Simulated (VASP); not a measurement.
# CdSe (R3m) in VASP: notebook, part 2 of 3

VASP 6.6.1. Earlier steps stand in the parts before.

## (4) Electric field gradients, LDA (equal xy, yz and zx shear strains of +3 %)

Contents of INCAR:

```
  PREC = Accurate
  ENCUT = 520
  EDIFF = 1E-8
  ISMEAR = -1
  SIGMA = 0.03
  LREAL = F
  LASPH = T
  NELM = 100
  ALGO = Normal
  ISIF = 2
  LWAVE = F
  LCHARG = F
  GGA = CA
  LEFG = T
  NBANDS = 16
```

Contents of KPOINTS:

```
Automatic mesh
0
Gamma
  8 8 8
```

Contents of POSCAR:

```
CdSe
1.0
    0.0921081360      3.1163252666      3.1163252666
    3.1163252666      0.0921081360      3.1163252666
    3.1163252666      3.1163252666      0.0921081360
Cd Se
1 1
Direct
    0.0000000000      0.0000000000      0.0000000000
    0.2500000000      0.2500000000      0.2500000000
```

Potentials or basis: VASP PAW LDA potentials, release 64 (Cd, Se).

The run is started by

```console
$ cat potpaw_LDA.64/Cd/POTCAR potpaw_LDA.64/Se/POTCAR > POTCAR
$ mpirun -np 1 vasp_std > vasp.out
```

OUTCAR:

```text
PREC = Accurate
   ENCUT = 520
   EDIFF = 1E-8
   ISMEAR = -1
   LREAL = F
   LASPH = T
   NELM = 100
   ISIF = 2
   GGA = CA

 ion  position               nearest neighbor table
   1  0.000  0.000  0.000-   2 2.63   2 2.63   2 2.63   2 2.74
   2  0.250  0.250  0.250-   1 2.63   1 2.63   1 2.63   1 2.74

  LATTYP: Found a trigonal (rhomboedric) cell.
 ALAT       =     4.4081118683
 COS(alpha) =     0.5293254421

  Lattice vectors:

 A1 = (   0.0921081360,   3.1163252666,   3.1163252666)
 A2 = (   3.1163252666,   0.0921081360,   3.1163252666)
 A3 = (   3.1163252666,   3.1163252666,   0.0921081360)

Analysis of symmetry for initial positions (statically):
=====================================================================
 Subroutine PRICEL returns:
 Original cell was already a primitive cell.

 Routine SETGRP: Setting up the symmetry group for a
 trigonal (rhombohedral) supercell.

 Subroutine GETGRP returns: Found  6 space group operations
 (whereof  6 operations were pure point group operations)
 out of a pool of 12 trial point group operations.

The static configuration has the point symmetry C_3v.

Analysis of symmetry for dynamics (positions and initial velocities):
=====================================================================
 Subroutine PRICEL returns:
 Original cell was already a primitive cell.

 Routine SETGRP: Setting up the symmetry group for a
 trigonal (rhombohedral) supercell.

 Subroutine GETGRP returns: Found  6 space group operations
 (whereof  6 operations were pure point group operations)
 out of a pool of 12 trial point group operations.

The dynamic configuration has the point symmetry C_3v.

 Subroutine INISYM returns: Found  6 space group operations
 (whereof  6 operations are pure point group operations),
 and found     1 'primitive' translations

----------------------------------------------------------------------------------------

                                     Primitive cell

  volume of cell :      57.8455

  direct lattice vectors                    reciprocal lattice vectors
     0.092108136  3.116325267  3.116325267    -0.167739792  0.162924296  0.162924296
     3.116325267  0.092108136  3.116325267     0.162924296 -0.167739792  0.162924296
     3.116325267  3.116325267  0.092108136     0.162924296  0.162924296 -0.167739792

  length of vectors
     4.408111868  4.408111868  4.408111868     0.285000509  0.285000509  0.285000509

  position of ions in fractional coordinates (direct lattice)
     0.000000000  0.000000000  0.000000000
     0.250000000  0.250000000  0.250000000

  ion indices of the primitive-cell ions
   primitive index   ion index
                 1           1
                 2           2

----------------------------------------------------------------------------------------

 KPOINTS: Automatic mesh

Automatic generation of k-mesh.
 Grid dimensions read from file:
 generate k-points for:    8    8    8

[... 65 lines left out ...]
   EDIFFG = 0.1E-06   stopping-criterion for IOM
   NSW    =      0    number of steps for IOM
   IBRION =     -1    ionic relax: 0-MD 1-quasi-New 2-CG
   NFREE  =      0    steps in history (QN), initial steepest desc. (CG)
   ISIF   =      2    stress and relaxation
   ISYM   =      2    0-nonsym 1-usesym 2-fastsym
   POTIM  = 0.5000    time-step for ionic-motion
   TEBEG  =    0.0;   TEEND  =   0.0 temperature during run
   PSTRESS=    0.0 pullay stress
   NELECT =      18.0000    total number of electrons
   NUPDOWN=      -1.0000    fix difference up-down
   EMIN   =  10.00;   EMAX   =-10.00  energy-range for DOS
   EFERMI =   0.00;   METHOD = LEGACY
   ISMEAR =    -1;   SIGMA  =   0.03  broadening in eV -4-tet -1-fermi 0-gaus
   EFERMI_NEDOS =   21; number of points for ismear=-14 and -15
   IALGO  =     38    algorithm
   IMIX   =      4    mixing-type and parameters
     AMIX     =   0.40;   BMIX     =  1.00
     AMIX_MAG =   1.60;   BMIX_MAG =  1.00
  volume/ion in A,a.u.               =      28.92       195.18
  Fermi-wavevector in a.u.,A,eV,Ry     =   1.109368  2.096402 16.744659  1.230698
  Thomas-Fermi vector in A             =   2.245907
   LORBIT       =      0    0 simple, 1 ext, 2 COOP (PROOUT), +10 PAW based schemes
   GGA     = CA    functional components
   LHFCALC =     F    Hartree Fock is set to
   AEXX    =    0.0000 exact exchange contribution
   IVDW    =     0    specifies the selected vdW correction
   LEPSILON=     F    determine dielectric tensor
   LRPA    =     F    only Hartree local field effects (RPA)
 non-spin polarized calculation
  energy-cutoff  :      520.00
  volume of cell :       57.85
 maximum number of plane-waves:      1573
 NGX is ok and might be reduce to    36
   NGX = 17   NGY = 17   NGZ = 17

 number of electron      18.0000002 magnetization

 Free energy of the ion-electron system (eV)
  ---------------------------------------------------
  ext. energy  EPLUGINS =         0.00000000
  ---------------------------------------------------
  free energy    TOTEN  =        -6.71404833 eV

  energy without entropy =       -6.71403014  energy(sigma->0) =       -6.71403923

 E-fermi :   0.7883     XC(G=0):  -9.1671

 val. band max:        0.6344650448   @ k =   0.0000   0.0000   0.0000
 cond. band min:       0.9179817780   @ k =   0.0000   0.0000   0.0000
 fundamental gap:      0.2835167332
 Fermi energy:         0.7882943531

 k-point     1 :       0.0000    0.0000    0.0000
  band No.  band energies     occupation
      1     -11.9116      2.00000
      2      -7.2892      2.00000
      3      -7.2892      2.00000
      4      -7.2470      2.00000
      5      -6.9237      2.00000
      6      -6.9237      2.00000
[... 433 lines left out ...]
      3      -7.1838      2.00000
      4      -6.9869      2.00000
      5      -6.9302      2.00000
      6      -6.8870      2.00000
[... 8 lines left out ...]
     15      10.8073      0.00000
     16      11.8565      0.00000

 [... further k-points ...]
[... 5 lines left out ...]
  --------------------------------------------------------------------------------------
  -------------------------------------------------------------------------------------
  Total       -0.9736502     -0.9736502     -0.9736502     -0.3981429     -0.3981429     -0.3981429
  in kB      -26.9676833    -26.9676833    -26.9676833    -11.0275660    -11.0275660    -11.0275660
  external PRESSURE =     -26.9676833 kB  Pullay stress =       0.0000000 kB

 VOLUME and BASIS-vectors are now :
 -----------------------------------------------------------------------------
  energy-cutoff  :      520.00
  volume of cell :       57.85
      direct lattice vectors                 reciprocal lattice vectors
     0.092108136  3.116325267  3.116325267    -0.167739792  0.162924296  0.162924296
     3.116325267  0.092108136  3.116325267     0.162924296 -0.167739792  0.162924296
     3.116325267  3.116325267  0.092108136     0.162924296  0.162924296 -0.167739792

 POSITION                                       TOTAL-FORCE (eV/Angst)
 -----------------------------------------------------------------------------------
      0.00000      0.00000      0.00000         0.117729      0.117729      0.117729
      1.58119      1.58119      1.58119        -0.117729     -0.117729     -0.117729
 -----------------------------------------------------------------------------------
    total drift:                               -0.000087     -0.000087     -0.000087

  FREE ENERGIE OF THE ION-ELECTRON SYSTEM (eV)
  ---------------------------------------------------
  free  energy   TOTEN  =        -6.7140483270 eV

  energy  without entropy=       -6.7140301355  energy(sigma->0) =       -6.71403923

 Electric field gradients (V/A^2)
---------------------------------------------------------------------
 ion       V_xx      V_yy      V_zz      V_xy      V_xz      V_yz
---------------------------------------------------------------------
   1       0.000    -0.000    -0.000    15.885    15.885    15.885
   2      -0.000     0.000    -0.000     7.345     7.345     7.345
---------------------------------------------------------------------

 Electric field gradients after diagonalization (V/A^2)
 (convention: |V_zz| > |V_xx| > |V_yy|)
----------------------------------------------------------------------
 ion       V_xx      V_yy      V_zz     asymmetry (V_yy - V_xx)/ V_zz
----------------------------------------------------------------------
   1     -15.885   -15.885    31.770       0.000
   2      -7.345    -7.345    14.691       0.000
----------------------------------------------------------------------

           NMR quadrupolar parameters

 Cq : quadrupolar parameter    Cq=e*Q*V_zz/h
 eta: asymmetry parameters     (V_yy - V_xx)/ V_zz
 Q  : nuclear electric quadrupole moment in mb (millibarn)
----------------------------------------------------------------------
 ion       Cq(MHz)       eta       Q (mb)
----------------------------------------------------------------------
   1       0.077       0.000       1.000
   2       0.036       0.000       1.000
----------------------------------------------------------------------
```

Wall time 30 s (1 thread of Intel Xeon 6975P-C (Granite Rapids), shared host); peak memory 0.21 GiB.

Results:

```
Free energy            : -6.7140 eV
Pressure               : -2.7 GPa
Largest force          : 0.204 eV/Å
Band gap on the k mesh : 0.28 eV, direct
```

Forces in eV/Å, atoms in the order of the input:
```
Cd   0.118  0.118  0.118
Se  -0.118 -0.118 -0.118
```

Stress tensor (GPa, compression positive):
```
-2.70 -1.10 -1.10
-1.10 -2.70 -1.10
-1.10 -1.10 -2.70
```

Electric field gradients, principal values (V/Å²):
```csv
atom,least,middle,greatest (by size)
1 Cd,-15.885,-15.885,31.770
2 Se,-7.345,-7.345,14.691
```

Caveat: the cell differs from its parent crystal (equal xy, yz and zx shear strains of +3 %); without QUAD_EFG the Cq values of the log hold for a quadrupole moment of 1 mb, not for the nuclei.

(Part 2 of 3 ends here.)
